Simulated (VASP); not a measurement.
Write the native input for VASP 6.6.1 that does the following.

* Task: single point
* Functional: LDA
* Potentials or basis: VASP PAW LDA potentials, release 64 (C, H)
* Cutoff: 520 eV
* k mesh: 4 × 4 × 1
* Occupations: gaussian, width 0.05 eV
* Spin: no spin polarisation
* Dipole correction: yes
* Further INCAR settings: LREAL = Auto; ALGO = Normal; EDIFF = 1e-06; NBANDS = 108

The structure of HC20 lies in POSCAR:

```
HC20
1.0
    7.2015518731      0.0000000000      0.0000000000
   -3.3194130427      7.7907812636      0.0000000000
    0.0000000000      0.0000000000     22.7916832250
C H
40 2
Direct
    0.2501129010      0.1667043003      0.1755026147
    0.2501129010      0.6667043003      0.1755026147
    0.7501129009      0.1667043003      0.1755026147
    0.7501129009      0.6667043003      0.1755026147
    0.2498870990      0.3332956997      0.1755026147
    0.2498870990      0.8332956997      0.1755026147
    0.7498870990      0.3332956997      0.1755026147
    0.7498870990      0.8332956997      0.1755026147
    0.2501129010      0.4167043003      0.2291325538
    0.2501129010      0.9167043003      0.2291325538
    0.7501129009      0.4167043003      0.2291325538
    0.7501129009      0.9167043003      0.2291325538
    0.2498870990      0.0832956997      0.2291325538
    0.2498870991      0.5832956997      0.2291325538
    0.7498870990      0.0832956997      0.2291325538
    0.7498870990      0.5832956997      0.2291325538
    0.2500458055      0.1676520614      0.2827258575
    0.2500458055      0.6676520614      0.2827258575
    0.7500458055      0.1676520614      0.2827258575
    0.7500458055      0.6676520614      0.2827258575
    0.2499541945      0.3323479386      0.2827258575
    0.2499541945      0.8323479386      0.2827258575
    0.7499541945      0.3323479386      0.2827258575
    0.7499541945      0.8323479386      0.2827258575
    0.2500622594      0.4183368654      0.3365410697
    0.2500622594      0.9183368654      0.3365410697
    0.7500622594      0.4183368654      0.3365410697
    0.7500622594      0.9183368654      0.3365410697
    0.2499377406      0.0816631346      0.3365410697
    0.2499377406      0.5816631346      0.3365410697
    0.7499377406      0.0816631346      0.3365410697
    0.7499377406      0.5816631346      0.3365410697
    0.2501903787      0.1771682769      0.3857408485
    0.2501903787      0.6771682769      0.3857408485
    0.7501903787      0.1771682769      0.3857408485
    0.7501903787      0.6771682769      0.3857408485
    0.2498096213      0.3228317231      0.3857408485
    0.2498096213      0.8228317231      0.3857408485
    0.7498096213      0.3228317231      0.3857408485
    0.7498096213      0.8228317231      0.3857408485
    0.9998096213      0.1663687580      0.4335653110
    0.9998096213      0.4792946882      0.4335653110
```

One way to write it, as run:

INCAR

```
SYSTEM = HC20
  PREC = Accurate
  ENCUT = 520
  EDIFF = 1E-6
  ISMEAR = 0
  SIGMA = 0.05
  LREAL = Auto
  LASPH = .TRUE.
  NELM = 80
  ALGO = Normal
  ISIF = 2
  LWAVE = .FALSE.
  LCHARG = .FALSE.
  LDIPOL = .TRUE.
  IDIPOL = 3
  DIPOL = 0.5 0.5 0.289
  GGA = CA
  NBANDS = 108
```

KPOINTS

```
Automatic mesh
0
G
  4 4 1
  0 0 0
```

Potentials or basis: VASP PAW LDA potentials, release 64 (C, H).

Launch:

```console
$ cat potpaw_LDA.64/C/POTCAR potpaw_LDA.64/H/POTCAR > POTCAR
$ mpirun -np 1 vasp_std > vasp.out
```

Results of the run:

```json
{
  "Largest force": "7.285 eV/Å",
  "Band gap on the k mesh": "zero (filled and empty bands touch)"
}
```

It took 2.1 h on 1 thread of Intel Xeon 8259CL (shared host), peak memory 1.3 GiB.
